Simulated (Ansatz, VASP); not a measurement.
## One calculation of I, two programs

```
I
1.0
    -2.34536    2.34536    1.65817
     2.34536   -2.34536    1.65817
     2.34536    2.34536   -1.65817
I
1
Direct
  0.00000 0.00000 0.00000
```

Alike in both runs: task single point; functional PBE; dispersion D3(BJ); k mesh 18 × 18 × 18; occupations gaussian, width 0.15 eV; no spin polarisation.

|  | VASP | Ansatz |
| --- | --- | --- |
| version | VASP 6.6.1 | Ansatz 0.2.0 |
| potentials or method | VASP PAW PBE potentials, release 64 (I), cutoff 520 eV | scalar-relativistic, plane waves, PAW |
| valence electrons in the cell | 7 | 17 |

```tsv
	VASP	Ansatz	Ansatz less VASP
gap on the k mesh at the Fermi level (eV)	none	none	-
pressure (GPa)	-1.3	-1.2	+0.03
traceless stress, the component that is largest in VASP (GPa)	-3.37	-3.32	+0.056
```

A gap of «none» marks a metal or a gap that the smearing closes. VASP's potentials hold 7 valence electrons a cell and Ansatz's 17, so a difference there can come from the potentials and not from the codes.

Neither program's run includes spin-orbit coupling.
